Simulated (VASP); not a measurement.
A run of VASP 6.6.1:

File INCAR:

```
SYSTEM = BN
  ALGO = Normal
  EDIFF = 1E-7
  ENCUT = 520
  GGA = PE
  ISIF = 2
  ISMEAR = 0
  LASPH = .TRUE.
  LCHARG = .FALSE.
  LREAL = .FALSE.
  LWAVE = .FALSE.
  NBANDS = 11
  NELM = 80
  PREC = Accurate
  SIGMA = 0.05
```

File KPOINTS:

```
k-points
0
G
  12 12 12
  0 0 0
```

Contents of POSCAR:

```
BN
1.0
    0.0000000000      1.8130010000      1.7404809600
    1.8130010000      0.0000000000      1.7404809600
    1.8130010000      1.8130010000      0.0000000000
B N
1 1
Direct
    0.0000000000      0.0000000000      0.0000000000
    0.7500000000      0.7500000000      0.7500000000
```

Potentials or basis: VASP PAW PBE potentials, release 64 (B, N).

Run with:

```bash
$ cat potpaw_PBE.64/B/POTCAR potpaw_PBE.64/N/POTCAR > POTCAR
$ mpirun -np 1 vasp_std > vasp.out
```

Hardware: 1 thread of AMD EPYC 7R43 64-Core Processor (Zen 3), with other jobs on the host.

Q: Estimate the wall time of this run.

A: Run time: 28 s on 1 thread of AMD EPYC 7R43 64-Core Processor (Zen 3), with other jobs on the host, peak memory 0.09 GiB. Counts: scf iterations 13, k points 163.
